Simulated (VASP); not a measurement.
# SrCl2 (Fm-3m) in VASP: a series of runs

The runs below take SrCl2 through single point, with PBE.

Everything below comes from runs of VASP 6.6.1. Logs are shortened: lines on timing, memory, paths and dates and some standing lists are left out, and cuts for length are marked.

### 1 The cell of the first run

The structure is cubic, space group Fm-3m (No. 225). The conventional cell has a = 6.910 Å, b = 6.910 Å, c = 6.910 Å, α = 90.00°, β = 90.00°, γ = 90.00°. Within 3.9 Å of Sr (site symmetry m-3m) lie 8 Cl at 2.99 Å. Cl (site symmetry -43m) has 4 Sr at 2.99 Å and 6 Cl at 3.45 Å within 3.9 Å.

### 2 Single point, PBE (volume scaled by 0.945)

File INCAR:

```
PREC = Accurate
ENCUT = 520
EDIFF = 1E-6
ISMEAR = 0
SIGMA = 0.05
LREAL = False
LASPH = True
NELM = 80
ALGO = Normal
ISIF = 2
LWAVE = False
LCHARG = False
GGA = PE
NBANDS = 19
```

File KPOINTS:

```
regular mesh
0
Gamma
  8 8 8
```

File POSCAR:

```
SrCl2
1.0
    0.0000000000      3.4548406593      3.4548406593
    3.4548406593      0.0000000000      3.4548406593
    3.4548406593      3.4548406593      0.0000000000
Sr Cl
1 2
Direct
    0.0000000000      0.0000000000      0.0000000000
    0.2500000000      0.2500000000      0.2500000000
    0.7500000000      0.7500000000      0.7500000000
```

Potentials or basis: VASP PAW PBE potentials, release 64 (Sr_sv, Cl).

On the command line:

```console
> cat potpaw_PBE.64/Sr_sv/POTCAR potpaw_PBE.64/Cl/POTCAR > POTCAR
> mpirun -np 1 vasp_std > vasp.out
```

OUTCAR:

```text
PREC = Accurate
   ENCUT = 520
   EDIFF = 1E-6
   ISMEAR = 0
   LREAL = False
   LASPH = True
   NELM = 80
   ISIF = 2
   GGA = PE

 ion  position               nearest neighbor table
   1  0.000  0.000  0.000-   3 2.99   3 2.99   3 2.99   2 2.99   2 2.99   2 2.99   3 2.99   2 2.99

   2  0.250  0.250  0.250-   1 2.99   1 2.99   1 2.99   1 2.99
   3  0.750  0.750  0.750-   1 2.99   1 2.99   1 2.99   1 2.99

  LATTYP: Found a face centered cubic cell.
 ALAT       =     6.9096813186

  Lattice vectors:

 A1 = (   0.0000000000,   3.4548406593,   3.4548406593)
 A2 = (   3.4548406593,   0.0000000000,   3.4548406593)
 A3 = (   3.4548406593,   3.4548406593,   0.0000000000)

Analysis of symmetry for initial positions (statically):
=====================================================================
 Subroutine PRICEL returns:
 Original cell was already a primitive cell.

 Routine SETGRP: Setting up the symmetry group for a
 face centered cubic supercell.

 Subroutine GETGRP returns: Found 48 space group operations
 (whereof 48 operations were pure point group operations)
 out of a pool of 48 trial point group operations.

The static configuration has the point symmetry O_h .

Analysis of symmetry for dynamics (positions and initial velocities):
=====================================================================
 Subroutine PRICEL returns:
 Original cell was already a primitive cell.

 Routine SETGRP: Setting up the symmetry group for a
 face centered cubic supercell.

 Subroutine GETGRP returns: Found 48 space group operations
 (whereof 48 operations were pure point group operations)
 out of a pool of 48 trial point group operations.

The dynamic configuration has the point symmetry O_h .

 Subroutine INISYM returns: Found 48 space group operations
 (whereof 48 operations are pure point group operations),
 and found     1 'primitive' translations

----------------------------------------------------------------------------------------

                                     Primitive cell

  volume of cell :      82.4734

  direct lattice vectors                    reciprocal lattice vectors
     0.000000000  3.454840659  3.454840659    -0.144724475  0.144724475  0.144724475
     3.454840659  0.000000000  3.454840659     0.144724475 -0.144724475  0.144724475
     3.454840659  3.454840659  0.000000000     0.144724475  0.144724475 -0.144724475
[... 78 lines left out ...]
   ISTART =      0    job   : 0-new  1-cont  2-samecut
   ICHARG =      2    charge: 1-file 2-atom 10-const
   ISPIN  =      1    spin polarized calculation?
   LNONCOLLINEAR =      F non collinear calculations
   LSORBIT =      F    spin-orbit coupling
   LASPH  =      T    aspherical Exc in radial PAW
   ENCUT  =  520.0 eV  38.22 Ry    6.18 a.u.   9.08  9.08  9.08*2*pi/ulx,y,z
   NELM   =     80;   NELMIN=  2; NELMDL= -5     # of ELM steps
   EDIFF  = 0.1E-05   stopping-criterion for ELM
   LREAL  =      F    real-space projection
   EDIFFG = 0.1E-04   stopping-criterion for IOM
   NSW    =      0    number of steps for IOM
   IBRION =     -1    ionic relax: 0-MD 1-quasi-New 2-CG
   NFREE  =      0    steps in history (QN), initial steepest desc. (CG)
   ISIF   =      2    stress and relaxation
   ISYM   =      2    0-nonsym 1-usesym 2-fastsym
   POTIM  = 0.5000    time-step for ionic-motion
   TEBEG  =    0.0;   TEEND  =   0.0 temperature during run
   PSTRESS=    0.0 pullay stress
   NELECT =      24.0000    total number of electrons
   NUPDOWN=      -1.0000    fix difference up-down
   EMIN   =  10.00;   EMAX   =-10.00  energy-range for DOS
   EFERMI =   0.00;   METHOD = LEGACY
   ISMEAR =     0;   SIGMA  =   0.05  broadening in eV -4-tet -1-fermi 0-gaus
   EFERMI_NEDOS =   21; number of points for ismear=-14 and -15
   IALGO  =     38    algorithm
   IMIX   =      4    mixing-type and parameters
     AMIX     =   0.40;   BMIX     =  1.00
     AMIX_MAG =   1.60;   BMIX_MAG =  1.00
  volume/ion in A,a.u.               =      27.49       185.52
  Fermi-wavevector in a.u.,A,eV,Ry     =   1.084860  2.050089 16.013000  1.176922
  Thomas-Fermi vector in A             =   2.220961
   LORBIT       =      0    0 simple, 1 ext, 2 COOP (PROOUT), +10 PAW based schemes
   GGA     = PE    functional components
   LHFCALC =     F    Hartree Fock is set to
   AEXX    =    0.0000 exact exchange contribution
   IVDW    =     0    specifies the selected vdW correction
   LEPSILON=     F    determine dielectric tensor
   LRPA    =     F    only Hartree local field effects (RPA)
 non-spin polarized calculation
 Gauss-broadening in eV      SIGMA  =   0.05
  energy-cutoff  :      520.00
  volume of cell :       82.47
 maximum number of plane-waves:      2252
   NGX = 19   NGY = 19   NGZ = 19

 number of electron      24.0000002 magnetization

 Free energy of the ion-electron system (eV)
  ---------------------------------------------------
  ext. energy  EPLUGINS =         0.00000000
  ---------------------------------------------------
  free energy    TOTEN  =       -12.75652669 eV

  energy without entropy =      -12.75652669  energy(sigma->0) =      -12.75652669

 E-fermi :   0.6827     XC(G=0):  -8.4085

 val. band max:        0.3463280046   @ k =   0.5000   0.5000   0.0000
 cond. band min:       5.7973280767   @ k =   0.0000   0.0000   0.0000
 fundamental gap:      5.4510000720
 Fermi energy:         0.6826683906

 k-point     1 :       0.0000    0.0000    0.0000
  band No.  band energies     occupation
      1     -32.4469      2.00000
      2     -14.4518      2.00000
      3     -14.4518      2.00000
      4     -14.4518      2.00000
      5     -13.0510      2.00000
      6     -12.1403      2.00000
[... 505 lines left out ...]
      6     -12.2477      2.00000
[... 11 lines left out ...]
     18       9.4943      0.00000
     19       9.8287      0.00000

 [... further k-points ...]
[... 5 lines left out ...]
  --------------------------------------------------------------------------------------
  -------------------------------------------------------------------------------------
  Total        1.1626034      1.1626034      1.1626034      0.0000000      0.0000000      0.0000000
  in kB       22.5854176     22.5854176     22.5854176      0.0000000      0.0000000      0.0000000
  external PRESSURE =      22.5854176 kB  Pullay stress =       0.0000000 kB

 VOLUME and BASIS-vectors are now :
 -----------------------------------------------------------------------------
  energy-cutoff  :      520.00
  volume of cell :       82.47
      direct lattice vectors                 reciprocal lattice vectors
     0.000000000  3.454840659  3.454840659    -0.144724475  0.144724475  0.144724475
     3.454840659  0.000000000  3.454840659     0.144724475 -0.144724475  0.144724475
     3.454840659  3.454840659  0.000000000     0.144724475  0.144724475 -0.144724475

 POSITION                                       TOTAL-FORCE (eV/Angst)
 -----------------------------------------------------------------------------------
      0.00000      0.00000      0.00000         0.000000     -0.000000     -0.000000
      1.72742      1.72742      1.72742         0.000000      0.000000      0.000000
      5.18226      5.18226      5.18226        -0.000000      0.000000     -0.000000
 -----------------------------------------------------------------------------------
    total drift:                                0.000000      0.000000      0.000000

  FREE ENERGIE OF THE ION-ELECTRON SYSTEM (eV)
  ---------------------------------------------------
  free  energy   TOTEN  =       -12.7565266907 eV

  energy  without entropy=      -12.7565266907  energy(sigma->0) =      -12.75652669
```

stdout:

```text
POSCAR found type information on POSCAR SrCl
 POSCAR found :  2 types and       3 ions
 scaLAPACK will be used
 LDA part: xc-table for (Slater+PW92), standard interpolation
 POSCAR, INCAR and KPOINTS ok, starting setup
 FFT: planning ... GRIDC
 FFT: planning ... GRID_SOFT
 FFT: planning ... GRID
 WAVECAR not read
 entering main loop
```

It took 30 s on 1 thread of Intel Xeon Platinum 8259CL at 2.50GHz (Skylake/Cascade Lake), shared host; peak memory 0.22 GiB.

What came out:

| Item | Value |
| --- | --- |
| Free energy | -12.7565 eV |
| Pressure | 2.3 GPa |
| Band gap on the k mesh | 5.45 eV, indirect (least direct gap 5.49 eV) |

Levels at points of the mesh, in eV from the valence-band top:
| k point | band 9 | band 10 | band 11 | band 12 | band 13 | band 14 | band 15 | band 16 |
| --- | --- | --- | --- | --- | --- | --- | --- | --- |
| (0.00, 0.00, 0.00) | -2.23 | -0.35 | -0.35 | -0.35 | 5.45 | 6.08 | 6.08 | 9.08 |
| (0.50, 0.00, 0.00) | -1.55 | -1.37 | -1.09 | -1.09 | 6.74 | 6.74 | 7.61 | 7.91 |
| (0.50, 0.50, 0.00) | -1.95 | -0.43 | -0.43 | 0.00 | 5.49 | 7.12 | 7.67 | 8.09 |

### 3 Single point, PBE (volume scaled by 0.960)

File INCAR:

```
ALGO     = Normal         # electronic algorithm
EDIFF    = 1E-7           # SCF threshold, eV
ENCUT    = 520            # plane-wave cutoff, eV
GGA      = PE             # functional
ISIF     = 2              # what is computed and relaxed
ISMEAR   = 0              # smearing method
LASPH    = True           # aspherical terms in the spheres
LCHARG   = False          # write CHGCAR
LREAL    = False          # projectors in reciprocal space
LWAVE    = False          # write WAVECAR
NBANDS   = 19             # bands
NELM     = 60             # most SCF steps
PREC     = Accurate       # precision mode
SIGMA    = 0.05           # smearing width, eV
```

File KPOINTS:

```
k-points
0
Gamma
  8 8 8
```

File POSCAR:

```
SrCl2
1.0
    0.0000000000      3.4730243661      3.4730243661
    3.4730243661      0.0000000000      3.4730243661
    3.4730243661      3.4730243661      0.0000000000
Sr Cl
1 2
Direct
    0.0000000000      0.0000000000      0.0000000000
    0.2500000000      0.2500000000      0.2500000000
    0.7500000000      0.7500000000      0.7500000000
```

Potentials or basis: VASP PAW PBE potentials, release 64 (Sr_sv, Cl).

On the command line:

```console
> cat potpaw_PBE.64/Sr_sv/POTCAR potpaw_PBE.64/Cl/POTCAR > POTCAR
> mpirun -np 1 vasp_std > vasp.out
```

It took 43 s on 1 thread of Intel Xeon Platinum 8259CL at 2.50GHz (Skylake/Cascade Lake), shared host; peak memory 0.25 GiB.

Results (log left out):

* Free energy: -12.7727 eV
* Pressure: 1.6 GPa
* Band gap on the k mesh: 5.39 eV, indirect (least direct gap 5.50 eV)

Levels at points of the mesh, in eV from the valence-band top:
```
           k point  band 8  band 9  band 10  band 11  band 12  band 13  band 14  band 15  band 16  band 17
(0.00, 0.00, 0.00)   -2.17   -2.17    -0.34    -0.34    -0.34     5.39     6.09     6.09     9.06     9.06
(0.50, 0.00, 0.00)   -1.60   -1.52    -1.34    -1.07    -1.07     6.72     6.72     7.55     7.89     8.68
(0.50, 0.50, 0.00)   -1.91   -1.91    -0.41    -0.41     0.00     5.50     7.07     7.63     8.05     8.05
```

 A k mesh can miss the band edges.
